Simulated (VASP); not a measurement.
# Re (Fd-3m) in VASP: further runs, part 2 of 2

VASP 6.6.1.

### 3 Relaxation of cell and atoms, PBE, target pressure 30 GPa, at which the enthalpy is minimised

Input file INCAR:

```
SYSTEM = Re
  PREC = Accurate
  ENCUT = 600
  EDIFF = 1E-6
  ISMEAR = 0
  SIGMA = 0.05
  LREAL = .False.
  LASPH = .True.
  NELM = 80
  ALGO = Normal
  ISIF = 3
  LWAVE = .False.
  LCHARG = .False.
  GGA = PE
  IBRION = 2
  NSW = 80
  EDIFFG = -0.02
  PSTRESS = 300.0
```

Input file KPOINTS:

```
Automatic mesh
0
Gamma
  7 7 7
  0 0 0
```

Input file POSCAR:

```
Re
1.0
    0.0000000000      2.6750000000      2.6750000000
    2.6750000000      0.0000000000      2.6750000000
    2.6750000000      2.6750000000      0.0000000000
Re
2
Direct
    0.0000000000      0.0000000000      0.0000000000
    0.2500000000      0.2500000000      0.2500000000
```

Potentials or basis: VASP PAW PBE potentials, release 64 (Re).

Started as:

```console
> cat potpaw_PBE.64/Re/POTCAR > POTCAR
> mpirun -np 1 vasp_std > vasp.out
```

OUTCAR:

```text
SYSTEM = Re
   PREC = Accurate
   ENCUT = 600
   EDIFF = 1E-6
   ISMEAR = 0
   LREAL = .False.
   LASPH = .True.
   NELM = 80
   ISIF = 3
   GGA = PE
   IBRION = 2
   NSW = 80
   EDIFFG = -0.02
   PSTRESS = 300.0

 ion  position               nearest neighbor table
   1  0.000  0.000  0.000-   2 2.32   2 2.32   2 2.32   2 2.32
   2  0.250  0.250  0.250-   1 2.32   1 2.32   1 2.32   1 2.32

  LATTYP: Found a face centered cubic cell.
 ALAT       =     5.3500000000

  Lattice vectors:

 A1 = (   0.0000000000,   2.6750000000,   2.6750000000)
 A2 = (   2.6750000000,   0.0000000000,   2.6750000000)
 A3 = (   2.6750000000,   2.6750000000,   0.0000000000)

Analysis of symmetry for initial positions (statically):
=====================================================================
 Subroutine PRICEL returns:
 Original cell was already a primitive cell.

 Routine SETGRP: Setting up the symmetry group for a
 face centered cubic supercell.

 Subroutine GETGRP returns: Found 48 space group operations
 (whereof 24 operations were pure point group operations)
 out of a pool of 48 trial point group operations.

The static configuration has the point symmetry T_d .
 The point group associated with its full space group is O_h .

Analysis of symmetry for dynamics (positions and initial velocities):
=====================================================================
 Subroutine PRICEL returns:
 Original cell was already a primitive cell.

 Routine SETGRP: Setting up the symmetry group for a
 face centered cubic supercell.

 Subroutine GETGRP returns: Found 48 space group operations
 (whereof 24 operations were pure point group operations)
 out of a pool of 48 trial point group operations.

The dynamic configuration has the point symmetry T_d .
 The point group associated with its full space group is O_h .

 Subroutine INISYM returns: Found 48 space group operations
 (whereof 24 operations are pure point group operations),
 and found     1 'primitive' translations

----------------------------------------------------------------------------------------

                                     Primitive cell

  volume of cell :      38.2826

  direct lattice vectors                    reciprocal lattice vectors
     0.000000000  2.675000000  2.675000000    -0.186915888  0.186915888  0.186915888
     2.675000000  0.000000000  2.675000000     0.186915888 -0.186915888  0.186915888
     2.675000000  2.675000000  0.000000000     0.186915888  0.186915888 -0.186915888

  length of vectors
     3.783021279  3.783021279  3.783021279     0.323747814  0.323747814  0.323747814

  position of ions in fractional coordinates (direct lattice)
     0.000000000  0.000000000  0.000000000
     0.250000000  0.250000000  0.250000000

  ion indices of the primitive-cell ions
   primitive index   ion index
                 1           1
                 2           2

----------------------------------------------------------------------------------------

 KPOINTS: Automatic mesh

Automatic generation of k-mesh.
 Grid dimensions read from file:
 generate k-points for:    7    7    7

 Generating k-lattice:

  Cartesian coordinates                     Fractional coordinates (reciprocal lattice)
    -0.026702270  0.026702270  0.026702270     0.142857143  0.000000000  0.000000000
     0.026702270 -0.026702270  0.026702270     0.000000000  0.142857143  0.000000000
[... 36 lines left out ...]
   number of dos      NEDOS =    301   number of ions     NIONS =      2
   total plane-waves  NPLWV =  27000
   dimension x,y,z NGX =    30 NGY =   30 NGZ =   30
   dimension x,y,z NGXF=    60 NGYF=   60 NGZF=   60
   ions per type =               2
   NGX,Y,Z   is equivalent  to a cutoff of  13.18, 13.18, 13.18 a.u.
   NGXF,Y,Z  is equivalent  to a cutoff of  26.37, 26.37, 26.37 a.u.
 SYSTEM =  Re
   PREC   = accura    normal or accurate (medium, high low for compatibility)
   ISTART =      0    job   : 0-new  1-cont  2-samecut
   ICHARG =      2    charge: 1-file 2-atom 10-const
   ISPIN  =      1    spin polarized calculation?
   LNONCOLLINEAR =      F non collinear calculations
   LSORBIT =      F    spin-orbit coupling
   LASPH  =      T    aspherical Exc in radial PAW
   ENCUT  =  600.0 eV  44.10 Ry    6.64 a.u.   7.56  7.56  7.56*2*pi/ulx,y,z
   NELM   =     80;   NELMIN=  2; NELMDL= -5     # of ELM steps
   EDIFF  = 0.1E-05   stopping-criterion for ELM
   LREAL  =      F    real-space projection
   EDIFFG = -.2E-01   stopping-criterion for IOM
   NSW    =     80    number of steps for IOM
   IBRION =      2    ionic relax: 0-MD 1-quasi-New 2-CG
   NFREE  =      1    steps in history (QN), initial steepest desc. (CG)
   ISIF   =      3    stress and relaxation
   ISYM   =      2    0-nonsym 1-usesym 2-fastsym
   POTIM  = 0.5000    time-step for ionic-motion
   TEBEG  =    0.0;   TEEND  =   0.0 temperature during run
   PSTRESS=  300.0 pullay stress
   NELECT =      14.0000    total number of electrons
   NUPDOWN=      -1.0000    fix difference up-down
   EMIN   =  10.00;   EMAX   =-10.00  energy-range for DOS
   EFERMI =   0.00;   METHOD = LEGACY
   ISMEAR =     0;   SIGMA  =   0.05  broadening in eV -4-tet -1-fermi 0-gaus
   EFERMI_NEDOS =   21; number of points for ismear=-14 and -15
   IALGO  =     38    algorithm
   IMIX   =      4    mixing-type and parameters
     AMIX     =   0.40;   BMIX     =  1.00
     AMIX_MAG =   1.60;   BMIX_MAG =  1.00
  volume/ion in A,a.u.               =      19.14       129.17
  Fermi-wavevector in a.u.,A,eV,Ry     =   1.170713  2.212327 18.647718  1.370569
  Thomas-Fermi vector in A             =   2.307167
   LORBIT       =      0    0 simple, 1 ext, 2 COOP (PROOUT), +10 PAW based schemes
   GGA     = PE    functional components
   LHFCALC =     F    Hartree Fock is set to
   AEXX    =    0.0000 exact exchange contribution
   IVDW    =     0    specifies the selected vdW correction
   LEPSILON=     F    determine dielectric tensor
   LRPA    =     F    only Hartree local field effects (RPA)
 conjugate gradient relaxation of ions
 non-spin polarized calculation
 Gauss-broadening in eV      SIGMA  =   0.05
  energy-cutoff  :      600.00
  volume of cell :       38.28
 maximum number of plane-waves:      1299
 NGX is ok and might be reduce to    30
   NGX = 15   NGY = 15   NGZ = 15

--------------------------------------- Ionic step        1  -------------------------------------------

 number of electron      14.0000001 magnetization

 Free energy of the ion-electron system (eV)
  ---------------------------------------------------
  ext. energy  EPLUGINS =         0.00000000
  ---------------------------------------------------
  free energy    TOTEN  =       -21.06964104 eV

  energy without entropy =      -21.06537761  energy(sigma->0) =      -21.06750933

------------------------ aborting loop because EDIFF is reached ----------------------------------------

  FORCE on cell =-STRESS in cart. coord.  units (eV):
  Direction    XX          YY          ZZ          XY          YZ          ZX
  --------------------------------------------------------------------------------------
  -------------------------------------------------------------------------------------
  Total        9.0356995      9.0356995      9.0356995     -0.0000000     -0.0000000      0.0000000
  in kB      378.1560083    378.1560083    378.1560083     -0.0000000     -0.0000000      0.0000000
  external PRESSURE =      78.1560083 kB  Pullay stress =     300.0000000 kB
[... 25 lines left out ...]
--------------------------------------- Ionic step        2  -------------------------------------------

 number of electron      14.0000001 magnetization

 E-fermi :   3.5151     XC(G=0): -11.1523

 val. band max:        3.4884549558   @ k =  -0.4286   0.4286   0.0000
 cond. band min:       3.6132678950   @ k =  -0.2857   0.2857   0.0000
 fundamental gap:      0.1248129392
 Fermi energy:         3.5150581233

 k-point     1 :       0.0000    0.0000    0.0000
  band No.  band energies     occupation
      1      -3.2686      2.00000
      2       0.5756      2.00000
      3       0.5756      2.00000
      4       1.3917      2.00000
      5       1.3917      2.00000
      6       1.3917      2.00000
      7       4.3621      0.00000
      8       4.3621      0.00000
      9       4.3621      0.00000
     10       7.9649      0.00000
     11       7.9649      0.00000
[... 339 lines left out ...]
--------------------------------------- Ionic step        4  -------------------------------------------

 number of electron      13.9999999 magnetization

 Free energy of the ion-electron system (eV)
  ---------------------------------------------------
  ext. energy  EPLUGINS =         0.00000000
  ---------------------------------------------------
  free energy    TOTEN  =       -21.28589871 eV

  energy without entropy =      -21.28262269  energy(sigma->0) =      -21.28426070

 E-fermi :   4.4935     XC(G=0): -11.6801

 val. band max:        4.4761455640   @ k =  -0.4286   0.2857   0.0000
 cond. band min:       4.5190387686   @ k =  -0.2857   0.2857   0.0000
 fundamental gap:      0.0428932047
 Fermi energy:         4.4935157801

 k-point     1 :       0.0000    0.0000    0.0000
  band No.  band energies     occupation
      1      -2.8157      2.00000
      2       1.0303      2.00000
      3       1.0303      2.00000
      4       2.1563      2.00000
      5       2.1563      2.00000
      6       2.1563      2.00000
      7       5.4319      0.00000
      8       5.4319      0.00000
      9       5.4319      0.00000
     10       9.6327      0.00000
     11       9.6327      0.00000
[... 297 lines left out ...]
  energy  without entropy=      -21.2826226947  energy(sigma->0) =      -21.28426070

  enthalpy is  TOTEN    =       -13.9260117117 eV   P V=        7.3598870031

 reached required accuracy - stopping structural energy minimisation
```

OSZICAR:

```text
N       E                     dE             d eps       ncg     rms          rms(c)
DAV:   1     0.436224719350E+02    0.43622E+02   -0.73500E+03   796   0.158E+03
DAV:   2    -0.130569570525E+02   -0.56679E+02   -0.49749E+02   727   0.314E+02
DAV:   3    -0.211948553952E+02   -0.81379E+01   -0.69322E+01   785   0.255E+02
DAV:   4    -0.215312234483E+02   -0.33637E+00   -0.31983E+00   796   0.269E+01
[... 29 lines left out ...]
       N       E                     dE             d eps       ncg     rms          rms(c)
DAV:   1    -0.212859396177E+02    0.84642E-02   -0.46024E-03   535   0.428E+00    0.211E-01
DAV:   2    -0.212859059945E+02    0.33623E-04   -0.87131E-05   705   0.378E-01    0.648E-02
DAV:   3    -0.212858983258E+02    0.76687E-05   -0.29769E-05   823   0.173E-01    0.150E-02
DAV:   4    -0.212858987148E+02   -0.38898E-06   -0.21623E-07   310   0.910E-03
   4 F= -.13926012E+02 E0= -.13924374E+02  d E =-.246022E-01
```

Wall time 23 s (1 thread of Intel Xeon 6975P-C (Granite Rapids), shared host); peak memory 0.17 GiB.

What came out:

| Property | Result |
| --- | --- |
| Free energy | -21.2859 eV |
| Relaxed volume | 19.65 Å³/atom |
| Relaxed cell | a = 3.816 Å, b = 3.816 Å, c = 3.816 Å, α = 60.00°, β = 60.00°, γ = 60.00° |
| Space group after relaxing (to 0.05 Å) | Fd-3m (No. 227) |
| Energy change on relaxing (the enthalpy is what falls) | -108.1 meV/atom |
| Ionic steps | 4 |
| Pressure after relaxing | 30.0 GPa |
| Band gap on the k mesh | zero (band 7 reaches 5.43 eV, above the bottom of band 8 at 4.34 eV) |

Step by step:
| step | energy change (eV) | largest force (eV/Å) | pressure (GPa) | volume (Å³) |
| --- | --- | --- | --- | --- |
| 1 | 0.0000 | 0.0000 | 37.82 | 38.28 |
| 2 | -0.6611 | 0.0000 | 4.52 | 43.69 |
| 3 | -0.2248 | 0.0000 | 29.66 | 39.35 |
| 4 | -0.2163 | 0.0000 | 30.02 | 39.31 |

Final structure:
```
Re
1.0
     0.00000    2.69863    2.69863
     2.69863    0.00000    2.69863
     2.69863    2.69863    0.00000
Re
2
Direct
  0.00000 0.00000 0.00000
  0.25000 0.25000 0.25000
```

Caveat: the cell is relaxed towards a set pressure, so the enthalpy falls and the energy may rise; spin-orbit coupling is left out, which moves the levels of the heavy elements.

### 4 Single point, PBE

This run uses another cell than the first one, of 21.48 Å³/atom, 1.122 times its volume.

Input file INCAR:

```
SYSTEM = Re
ALGO = Normal ; EDIFF = 1E-6
ENCUT = 500 ; GGA = PE
GGA_COMPAT = .FALSE. ; ISIF = 2
ISMEAR = 0 ; LASPH = .TRUE.
LCHARG = .TRUE. ; LELF = .TRUE.
LREAL = .FALSE. ; LVHAR = .TRUE.
LWAVE = .FALSE. ; NBANDS = 22
NELM = 120 ; PREC = Accurate
SIGMA = 0.05
```

Input file KPOINTS:

```
k-points
0
G
  7 7 7
  0 0 0
```

Input file POSCAR:

```
Re
1.0
    0.0000000000      2.7799563147      2.7799563147
    2.7799563147      0.0000000000      2.7799563147
    2.7799563147      2.7799563147      0.0000000000
Re
2
Direct
    0.0000000000      0.0000000000      0.0000000000
    0.2500000000      0.2500000000      0.2500000000
```

Potentials or basis: VASP PAW PBE potentials, release 64 (Re_sv_GW).

Started as:

```console
> cat potpaw_PBE.64/Re_sv_GW/POTCAR > POTCAR
> mpirun -np 1 vasp_std > vasp.out
```

It took 22 s on 1 thread of AMD EPYC 7R13 (Zen 3), shared host; peak memory 0.14 GiB.

It converged, with:

```
Free energy            : -24.8161 eV
Pressure               : 8.4 GPa
Band gap on the k mesh : zero (band 15 reaches 8.07 eV, above the bottom of band 16 at 7.03 eV)
```

Levels at points of the mesh, in eV from the Fermi level:
| k point | band 11 | band 12 | band 13 | band 14 | band 15 | band 16 | band 17 | band 18 | band 19 | band 20 |
| --- | --- | --- | --- | --- | --- | --- | --- | --- | --- | --- |
| (0.00, 0.00, 0.00) | -3.00 | -2.13 | -2.13 | -2.13 | 0.89 | 0.89 | 0.89 | 4.57 | 4.57 | 11.49 |

Caveat: spin-orbit coupling is left out, which moves the levels of the heavy elements.

### 5 Summary

| task | potentials or basis | cell | cutoff (eV) | second run | gap on the mesh (eV) | pressure (GPa) |
| --- | --- | --- | --- | --- | --- | --- |
| relaxation of cell and atoms | VASP PAW PBE potentials, release 64 (Re) | relaxed to 20 GPa from a = 3.783 Å, angles 60.0°, 2 atoms | 600 | - | none | 19.9 |
| relaxation of cell and atoms | VASP PAW PBE potentials, release 64 (Re) | relaxed to 30 GPa from a = 3.783 Å, angles 60.0°, 2 atoms | 600 | - | none | 30.0 |
| single point | VASP PAW PBE potentials, release 64 (Re_sv_GW) | a = 3.931 Å, angles 60.0°, 2 atoms | 500 | valence_matched | none | 8.4 |

Alike in all rows: level PBE; no spin polarisation; k mesh 7 × 7 × 7; smearing gaussian 0.05 eV.

Caveats: spin-orbit coupling is left out, which moves the levels of the heavy elements; the cell is relaxed towards a set pressure, so the enthalpy falls and the energy may rise (some runs).

Absolute energies hang on the potentials; compare differences alone.
